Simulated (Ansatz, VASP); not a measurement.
# One calculation of YbTi3, two programs

```
CELL_PARAMETERS angstrom
0.00000 3.40303 3.40303
3.40303 0.00000 3.40303
3.40303 3.40303 0.00000
ATOMIC_POSITIONS crystal
Yb 0.00000 0.00000 0.00000
Ti 0.50000 0.50000 0.50000
Ti 0.75000 0.75000 0.75000
Ti 0.25000 0.25000 0.25000
```

Change from the starting cell: species swapped into the SmMg3 type (Fm-3m, No. 225).

Alike in both runs: functional PBE; k mesh 4 × 4 × 4; occupations gaussian, width 0.1 eV; no spin polarisation.

Ansatz relaxed the structure, and its values are those at the end. VASP's run is a single point on that final structure, the one shown.

|  | VASP | Ansatz |
| --- | --- | --- |
| version | VASP 6.6.1 | Ansatz 0.2.0 |
| potentials or method | VASP PAW PBE potentials, release 64 (Yb, Ti_sv), cutoff 520 eV | scalar-relativistic, plane waves, PAW |
| valence electrons in the cell | 60 | 60 |

Ansatz gave:

- gap on the k mesh at the Fermi level (eV): none
- pressure (GPa): -0.3

Q: Estimate VASP's values.

A: gap on the k mesh at the Fermi level (eV): none; pressure (GPa): -0.1.

A gap of «none» marks a metal or a gap that the smearing closes.

The k mesh is coarse, so the values compare programs but aren't converged. Neither program's run includes spin-orbit coupling.
